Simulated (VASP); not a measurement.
## NaVSe3: single point with PBE

The system is NaVSe3.

```
Na V Se
1.0
     5.04000    0.00000    0.00000
     0.00000    5.04000    0.00000
     0.00000    0.00000    5.04000
Na V Se
1 1 3
Cartesian
  0.0000 0.0000 0.0000
  2.5200 2.5200 2.5200
  2.5200 2.5200 0.0000
  2.5200 0.0000 2.5200
  0.0000 2.5200 2.5200
```

- Program: VASP 6.6.1
- Task: single point
- Functional: PBE
- Potentials or basis: VASP PAW PBE potentials, release 64 (Na_pv, V_sv, Se)
- Cutoff: 520 eV
- k mesh: 4 × 4 × 4
- Occupations: gaussian, width 0.05 eV
- Spin: no spin polarisation
- Dipole correction: no
- Further INCAR settings: ALGO = Normal; EDIFF = 1e-06; NBANDS = 27

```
Pressure               : -4.3 GPa
Band gap on the k mesh : zero (bands 19 and 20 overlap by 0.97 eV)
```

Levels at points of the mesh, in eV from the Fermi level:
```tsv
k point	band 17	band 18	band 19	band 20	band 21	band 22
(0.00, 0.00, 0.00)	-0.72	-0.72	-0.72	-0.12	-0.12	-0.12
(0.50, 0.00, 0.00)	-1.28	-0.70	-0.34	-0.34	0.13	0.76
(0.50, 0.50, 0.00)	-1.76	-1.76	0.52	0.56	0.59	0.78
(0.50, 0.50, 0.50)	0.59	0.59	0.59	0.60	0.60	0.60
```

Wall time 18 s on 1 thread of Intel(R) Xeon(R) 6975P-C (Granite Rapids) (shared host), peak memory 0.25 GiB.

Caveat: the cell stands under tension; the run has no spin polarisation, though such a crystal can be magnetic. With open d or f shells a metallic result of PBE can be an artefact of self-interaction; +U or a hybrid may open a gap.
